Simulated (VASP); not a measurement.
A run of VASP 6.6.1:

Contents of INCAR:

```
ALGO = Normal
EDIFF = 1E-6
EDIFFG = -0.02
ENCUT = 600
GGA = PS
IBRION = 2
ISIF = 3
ISMEAR = 1
LASPH = True
LCHARG = False
LREAL = False
LWAVE = False
NELM = 60
NSW = 80
PREC = Accurate
SIGMA = 0.05
```

The input KPOINTS:

```
k-points
0
Gamma
  8 8 8
```

Contents of POSCAR:

```
ZrC
1.0
    0.0000000000      2.3650000000      2.3650000000
    2.3650000000      0.0000000000      2.3650000000
    2.3650000000      2.3650000000      0.0000000000
Zr C
1 1
Direct
    0.5000000000      0.5000000000      0.5000000000
    0.0000000000      0.0000000000      0.0000000000
```

Potentials or basis: VASP PAW PBE potentials, release 64 (Zr_sv, C).

Launch:

```sh
$ cat potpaw_PBE.64/Zr_sv/POTCAR potpaw_PBE.64/C/POTCAR > POTCAR
$ mpirun -np 1 vasp_std > vasp.out
```

Hardware: 1 thread of Intel Xeon 8259CL, on a shared host.

Question: How long does it take, and how much memory?

Answer: It took 55 s on 1 thread of Intel Xeon 8259CL (shared host), peak memory 0.17 GiB. Counts: scf iterations 32, k points 29, ion steps 3.
